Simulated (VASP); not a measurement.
# In2GaSbAs2 (an interface model) in VASP: notebook, part 2 of 2

VASP 6.6.1.

**3. Single point, PBEsol**

INCAR reads:

```
PREC = Accurate
ENCUT = 400
EDIFF = 1E-6
ISMEAR = -1
SIGMA = 0.05
LREAL = False
LASPH = True
NELM = 120
ALGO = Normal
ISIF = 2
LWAVE = False
LCHARG = False
GGA = PS
NBANDS = 96
GGA_COMPAT = False
```

KPOINTS reads:

```
Automatic mesh
0
Gamma
  6 6 1
```

POSCAR reads:

```
In2GaSbAs2
1.0
    3.0436690000     -3.0436690000      0.0000000000
    0.0000000000      3.0436690000     -3.0436690000
   18.3273339203     18.3273339203     18.3273339203
In Ga As Sb
6 3 6 3
Direct
    0.0000000000      0.0000000000      0.0034440000
    0.0000000000      0.0000000000      0.3349040000
    0.3333330000      0.6666670000      0.1136660000
    0.3333330000      0.6666670000      0.4454410000
    0.6666670000      0.3333330000      0.2243210000
    0.6666670000      0.3333330000      0.5559360000
    0.0000000000      0.0000000000      0.6603800000
    0.3333330000      0.6666670000      0.7720310000
    0.6666670000      0.3333330000      0.8835740000
    0.0000000000      0.0000000000      0.0857200000
    0.0000000000      0.0000000000      0.4177890000
    0.3333330000      0.6666670000      0.1964680000
    0.3333330000      0.6666670000      0.5283740000
    0.6666670000      0.3333330000      0.3071480000
    0.6666670000      0.3333330000      0.6393340000
    0.0000000000      0.0000000000      0.7443670000
    0.3333330000      0.6666670000      0.8555290000
    0.6666670000      0.3333330000      0.9666310000
```

Potentials or basis: VASP PAW PBE potentials, release 64 (In_d, Ga_d, As, Sb).

Command:

```console
cat potpaw_PBE.64/In_d/POTCAR potpaw_PBE.64/Ga_d/POTCAR potpaw_PBE.64/As/POTCAR potpaw_PBE.64/Sb/POTCAR > POTCAR
mpirun -np 1 vasp_std > vasp.out
```

OUTCAR:

```text
PREC = Accurate
   ENCUT = 400
   EDIFF = 1E-6
   ISMEAR = -1
   LREAL = False
   LASPH = True
   NELM = 120
   ISIF = 2
   GGA = PS

 ion  position               nearest neighbor table
   1  0.000  0.000  0.003-  10 2.61  18 2.75  18 2.75  18 2.75
   2  0.000  0.000  0.335-  11 2.63  14 2.64  14 2.64  14 2.64
   3  0.333  0.667  0.114-  12 2.63  10 2.64  10 2.64  10 2.64
   4  0.333  0.667  0.445-  13 2.63  11 2.64  11 2.64  11 2.64
   5  0.667  0.333  0.224-  14 2.63  12 2.64  12 2.64  12 2.64
   6  0.667  0.333  0.556-  13 2.63  13 2.63  13 2.63  15 2.65
[... 10 lines left out ...]
  17  0.333  0.667  0.856-   9 2.64   9 2.64   9 2.64   8 2.65
  18  0.667  0.333  0.967-   9 2.64   1 2.75   1 2.75   1 2.75

  LATTYP: Found a hexagonal cell.
 ALAT       =     4.3043979792
 C/A-ratio  =     7.3747533734

  Lattice vectors:

 A1 = (   3.0436690000,  -3.0436690000,   0.0000000000)
 A2 = (   0.0000000000,   3.0436690000,  -3.0436690000)
 A3 = (  18.3273339203,  18.3273339203,  18.3273339203)

Analysis of symmetry for initial positions (statically):
=====================================================================
 Subroutine PRICEL returns:
 Original cell was already a primitive cell.

 Routine SETGRP: Setting up the symmetry group for a
 hexagonal supercell.

 Subroutine GETGRP returns: Found  6 space group operations
 (whereof  6 operations were pure point group operations)
 out of a pool of 24 trial point group operations.

The static configuration has the point symmetry C_3v.

Analysis of symmetry for dynamics (positions and initial velocities):
=====================================================================
 Subroutine PRICEL returns:
 Original cell was already a primitive cell.

[... 141 lines left out ...]
     AMIX_MAG =   1.60;   BMIX_MAG =  1.00
  volume/ion in A,a.u.               =      28.30       190.96
  Fermi-wavevector in a.u.,A,eV,Ry     =   1.117484  2.111739 16.990559  1.248771
  Thomas-Fermi vector in A             =   2.254107
   LORBIT       =      0    0 simple, 1 ext, 2 COOP (PROOUT), +10 PAW based schemes
   GGA     = PS    functional components
   LHFCALC =     F    Hartree Fock is set to
   AEXX    =    0.0000 exact exchange contribution
   IVDW    =     0    specifies the selected vdW correction
   LEPSILON=     F    determine dielectric tensor
   LRPA    =     F    only Hartree local field effects (RPA)
 non-spin polarized calculation
  energy-cutoff  :      400.00
  volume of cell :      509.35
 maximum number of plane-waves:      9291
 NGX is ok and might be reduce to    28
   NGX = 13   NGY = 13   NGZ =103

 number of electron     161.9999997 magnetization

 Free energy of the ion-electron system (eV)
  ---------------------------------------------------
  ext. energy  EPLUGINS =         0.00000000
  ---------------------------------------------------
  free energy    TOTEN  =       -75.02216075 eV

  energy without entropy =      -75.01847058  energy(sigma->0) =      -75.02031566

 E-fermi :   4.6470     XC(G=0):  -9.2285

 val. band max:        4.5696248301   @ k =   0.0000   0.0000   0.0000
 cond. band min:       4.7554545830   @ k =   0.0000   0.0000   0.0000
 fundamental gap:      0.1858297529
 Fermi energy:         4.6469978201

 k-point     1 :       0.0000    0.0000    0.0000
  band No.  band energies     occupation
      1     -10.5210      2.00000
      2     -10.4997      2.00000
      3     -10.4908      2.00000
      4     -10.4908      2.00000
      5     -10.4609      2.00000
      6     -10.4609      2.00000
[... 661 lines left out ...]
     92       8.5612      0.00000
     93       8.6444      0.00000
 [bands above 93 left out]

------------------------ aborting loop because EDIFF is reached ----------------------------------------

  FORCE on cell =-STRESS in cart. coord.  units (eV):
  Direction    XX          YY          ZZ          XY          YZ          ZX
  --------------------------------------------------------------------------------------
  -------------------------------------------------------------------------------------
  Total        0.4769911      0.4769911      0.4769911     -0.1826944     -0.1826944     -0.1826944
  in kB        1.5003945      1.5003945      1.5003945     -0.5746724     -0.5746724     -0.5746724
  external PRESSURE =       1.5003945 kB  Pullay stress =       0.0000000 kB

 VOLUME and BASIS-vectors are now :
 -----------------------------------------------------------------------------
  energy-cutoff  :      400.00
  volume of cell :      509.35
      direct lattice vectors                 reciprocal lattice vectors
     3.043669000 -3.043669000  0.000000000     0.219033892 -0.109516946 -0.109516946
     0.000000000  3.043669000 -3.043669000     0.109516946  0.109516946 -0.219033892
    18.327333920 18.327333920 18.327333920     0.018187770  0.018187770  0.018187770

 POSITION                                       TOTAL-FORCE (eV/Angst)
 -----------------------------------------------------------------------------------
      0.06312      0.06312      0.06312        -0.012270     -0.012270     -0.012270
      6.13790      6.13790      6.13790        -0.002609     -0.002609     -0.002609
      3.09775      3.09775      0.05408        -0.003088     -0.003088     -0.003088
      9.17830      9.17830      6.13463         0.001399      0.001399      0.001399
      6.14032      3.09665      3.09665        -0.003165     -0.003165     -0.003165
     12.21794      9.17427      9.17427         0.002114      0.002114      0.002114
[... 10 lines left out ...]
     16.69412     16.69412     13.65045         0.008267      0.008267      0.008267
     19.74488     16.70121     16.70121         0.009987      0.009987      0.009987
 -----------------------------------------------------------------------------------
    total drift:                                0.000912      0.000934      0.000919

  FREE ENERGIE OF THE ION-ELECTRON SYSTEM (eV)
  ---------------------------------------------------
  free  energy   TOTEN  =       -75.0221607481 eV

  energy  without entropy=      -75.0184705803  energy(sigma->0) =      -75.02031566
```

OSZICAR:

```text
N       E                     dE             d eps       ncg     rms          rms(c)
DAV:   1     0.158468697302E+04    0.15847E+04   -0.58792E+04  1360   0.166E+03
DAV:   2     0.206532704190E+03   -0.13782E+04   -0.13446E+04  1424   0.487E+02
DAV:   3    -0.539216394292E+02   -0.26045E+03   -0.24858E+03  1560   0.211E+02
DAV:   4    -0.758462178763E+02   -0.21925E+02   -0.21565E+02  1616   0.582E+01
DAV:   5    -0.770027277436E+02   -0.11565E+01   -0.11514E+01  2016   0.139E+01    0.133E+01
DAV:   6    -0.752477761134E+02    0.17550E+01   -0.35110E+00  1792   0.142E+01    0.665E+00
DAV:   7    -0.750384609017E+02    0.20932E+00   -0.19762E+00  1984   0.580E+00    0.188E+00
DAV:   8    -0.750199123577E+02    0.18549E-01   -0.19100E-01  1888   0.342E+00    0.124E+00
DAV:   9    -0.750233289998E+02   -0.34166E-02   -0.84856E-02  1768   0.176E+00    0.637E-01
DAV:  10    -0.750222169289E+02    0.11121E-02   -0.15159E-02  1784   0.109E+00    0.342E-01
DAV:  11    -0.750218454900E+02    0.37144E-03   -0.57859E-03  1904   0.613E-01    0.181E-01
DAV:  12    -0.750221270799E+02   -0.28159E-03   -0.19837E-03  1664   0.259E-01    0.107E-01
DAV:  13    -0.750221646279E+02   -0.37548E-04   -0.37600E-04  1984   0.866E-02    0.912E-02
DAV:  14    -0.750221627037E+02    0.19243E-05   -0.22319E-05  2008   0.372E-02    0.530E-02
DAV:  15    -0.750221614398E+02    0.12639E-05   -0.10678E-05  1688   0.179E-02    0.300E-02
DAV:  16    -0.750221602746E+02    0.11652E-05   -0.36395E-06  1240   0.980E-03    0.149E-02
DAV:  17    -0.750221607481E+02   -0.47345E-06   -0.56164E-07   976   0.764E-03
   1 F= -.75022161E+02 E0= -.75020316E+02  d E =-.369017E-02
```

stdout:

```text
POSCAR found type information on POSCAR InGaAsSb
 POSCAR found :  4 types and      18 ions
 scaLAPACK will be used
 -----------------------------------------------------------------------------
|                                                                             |
|                                                                             |
|     You have a (more or less) 'large supercell' and for larger cells it     |
|     might be more efficient to use real-space projection operators.         |
|     Therefore, try LREAL= Auto in the INCAR file.                           |
|     Mind: For very accurate calculation, you might also keep the            |
|     reciprocal projection scheme (i.e. LREAL=.FALSE.).                      |
|                                                                             |
 -----------------------------------------------------------------------------

 -----------------------------------------------------------------------------
|                                                                             |
|                                                                             |
|     You enforced a specific xc type in the INCAR file but a different       |
|     I HOPE YOU KNOW WHAT YOU ARE DOING!                                     |
|                                                                             |
 -----------------------------------------------------------------------------

 LDA part: xc-table for (Slater+PW92), standard interpolation
 POSCAR, INCAR and KPOINTS ok, starting setup
 FFT: planning ... GRIDC
 FFT: planning ... GRID_SOFT
 FFT: planning ... GRID
 WAVECAR not read
 entering main loop
```

Run time: 14 min. Hardware: 1 thread of AMD EPYC 7R13, shared host; peak memory 0.48 GiB.

Results:

- Free energy: -75.0222 eV
- Pressure: 0.2 GPa
- Largest force: 0.023 eV/Å
- Band gap on the k mesh: 0.19 eV

Forces in eV/Å, atoms in the order of the input:
```
In  -0.012 -0.012 -0.012
In  -0.003 -0.003 -0.003
In  -0.003 -0.003 -0.003
In   0.001  0.001  0.001
In  -0.003 -0.003 -0.003
In   0.002  0.002  0.002
Ga   0.013  0.013  0.013
Ga   0.003  0.003  0.003
Ga  -0.006 -0.006 -0.006
As   0.004  0.004  0.004
As  -0.001 -0.001 -0.001
As  -0.001 -0.001 -0.001
As  -0.009 -0.009 -0.009
As   0.003  0.003  0.003
As  -0.003 -0.003 -0.003
Sb  -0.005 -0.005 -0.005
Sb   0.008  0.008  0.008
Sb   0.010  0.010  0.010
```

Levels at points of the mesh, in eV from the valence-band top:
| k point | band 77 | band 78 | band 79 | band 80 | band 81 | band 82 | band 83 | band 84 | band 85 | band 86 |
| --- | --- | --- | --- | --- | --- | --- | --- | --- | --- | --- |
| (0.00, 0.00, 0.00) | -0.37 | -0.33 | -0.33 | -0.22 | 0.00 | 0.19 | 0.19 | 0.54 | 0.61 | 0.65 |
| (0.50, 0.00, 0.00) | -1.60 | -1.60 | -1.42 | -1.31 | -1.06 | 0.62 | 0.80 | 1.09 | 1.12 | 1.28 |

Caveat: the PAW data sets were made with another functional, which shifts forces and pressure a little; spin-orbit coupling is left out, which moves the levels of the heavy elements.
